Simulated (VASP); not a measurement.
Input of a VASP 6.6.1 run:

Contents of POSCAR:

```
Sb
1.0
    2.1706020527      1.2531976795      3.8710910875
   -2.1706020527      1.2531976795      3.8710910875
    0.0000000000     -2.5063953589      3.8710910875
Sb
2
Direct
    0.2313018333      0.2313018333      0.2313018333
    0.7686981667      0.7686981667      0.7686981667
```

Contents of INCAR.step1:

```
PREC     = Accurate       # precision mode
ENCUT    = 520            # plane-wave cutoff, eV
ISMEAR   = 1              # smearing method
SIGMA    = 0.1            # smearing width, eV
LREAL    = F              # projectors in reciprocal space
LASPH    = T              # aspherical terms in the spheres
NELM     = 80             # most SCF steps
NBANDS   = 12             # bands
GGA      = PE             # functional
ALGO     = Normal         # electronic algorithm
EDIFF    = 1E-4           # SCF threshold, eV
LWAVE    = T              # write WAVECAR
LCHARG   = F              # write CHGCAR
```

Contents of INCAR.step2:

```
PREC     = Accurate       # precision mode
ENCUT    = 520            # plane-wave cutoff, eV
EDIFF    = 1E-6           # SCF threshold, eV
ISMEAR   = 1              # smearing method
SIGMA    = 0.1            # smearing width, eV
LREAL    = F              # projectors in reciprocal space
LASPH    = T              # aspherical terms in the spheres
NELM     = 80             # most SCF steps
ALGO     = Normal         # electronic algorithm
ISIF     = 2              # what is computed and relaxed
LWAVE    = F              # write WAVECAR
LCHARG   = T              # write CHGCAR
METAGGA  = R2SCAN         # meta-GGA
LMIXTAU  = T            
LELF     = T              # ELF
LVHAR    = T            
NBANDS   = 12             # bands
ISTART   = 1
```

File KPOINTS:

```
Automatic mesh
0
Gamma
  9 9 9
```

Potentials or basis: VASP PAW PBE potentials, release 64 (Sb).

Command:

```console
$ cat potpaw_PBE.64/Sb/POTCAR > POTCAR
$ cp INCAR.step1 INCAR
$ mpirun -np 1 vasp_std > vasp.out
$ cp INCAR.step2 INCAR
$ mpirun -np 1 vasp_std > vasp.out
```

Q: Predict the pressure.

A: 0.1 GPa.

Q: Predict the largest force.

A: 0.048 eV/Å.

Q: What does it give for the band gap on the k mesh?

A: 0.13 eV, indirect (least direct gap 0.58 eV).

Forces in eV/Å, atoms in the order of the input:
```
Sb   0.000  0.000  0.048
Sb   0.000  0.000 -0.048
```

Caveat: the PAW data sets were made with another functional, which shifts forces and pressure a little; spin-orbit coupling is left out, which moves the levels of the heavy elements. A k mesh can miss the band edges.
